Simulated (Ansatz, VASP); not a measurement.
**Au in VASP and in Ansatz**

The input POSCAR:

```
Au
1.0
    0.0000000000      2.0615246536      2.0615246536
    2.0615246536      0.0000000000      2.0615246536
    2.0615246536      2.0615246536      0.0000000000
Au
1
Direct
    0.0000000000      0.0000000000      0.0000000000
```

The input INCAR.step1:

```
SYSTEM = Au
PREC = Accurate
ENCUT = 520
ISMEAR = 1
SIGMA = 1.0
LREAL = .FALSE.
LASPH = .TRUE.
NELM = 100
NBANDS = 12
GGA = PE
ALGO = Normal
EDIFF = 1E-4
LWAVE = .TRUE.
LCHARG = .FALSE.
```

File INCAR.step2:

```
SYSTEM = Au
PREC = Accurate
ENCUT = 520
EDIFF = 1E-6
ISMEAR = 1
SIGMA = 1.0
LREAL = .FALSE.
LASPH = .TRUE.
NELM = 100
ALGO = Normal
ISIF = 2
LWAVE = .FALSE.
LCHARG = .FALSE.
METAGGA = R2SCAN
LMIXTAU = .TRUE.
NBANDS = 12
ISTART = 1
```

KPOINTS

```
Automatic mesh
0
G
  13 13 13
  0 0 0
```

Input for Ansatz:

```yaml
crystal:
  lattice:
    - [0.0, 2.0615246536, 2.0615246536]
    - [2.0615246536, 0.0, 2.0615246536]
    - [2.0615246536, 2.0615246536, 0.0]
  atoms:
    - { symbol: Au, position: [0.0, 0.0, 0.0] }
hamiltonian:
  xc: r2scan
  pseudopotentials:
    kind: paw
    azcp:
      Au: "pseudopotentials/Au.paw.azcp"
basis:
  ecutwfc: 500
  fft_grid_basis: typed
kpoints:
  mp_grid: { grid: [13, 13, 13], shift: [0, 0, 0] }
magnetization:
  spin_polarized: false
scf:
  occupations: { method: cold, width: 1.0 }
  lower_state_search: "off"
output:
  stress: true
```

Alike in both runs: task single point; functional r2SCAN; k mesh 13 × 13 × 13; no spin polarisation.

```csv
,VASP,Ansatz
version,VASP 6.6.1,Ansatz 0.2.0
potentials or method,"VASP PAW PBE potentials, release 64 (Au), cutoff 520 eV","plane waves (500 eV) with PAW, scalar-relativistic"
occupations,"methfessel-paxton of order 1, width 1 eV","cold, width 1 eV"
valence electrons in the cell,11,19
```

|  | VASP | Ansatz | Ansatz less VASP |
| --- | --- | --- | --- |
| pressure (GPa) | 0.4 | -0.4 | -0.71 |

VASP's potentials were made for PBE, not for r2SCAN. VASP's potentials hold 11 valence electrons a cell and Ansatz's 19, so a difference there can come from the potentials and not from the codes.

Spin-orbit coupling is off throughout.
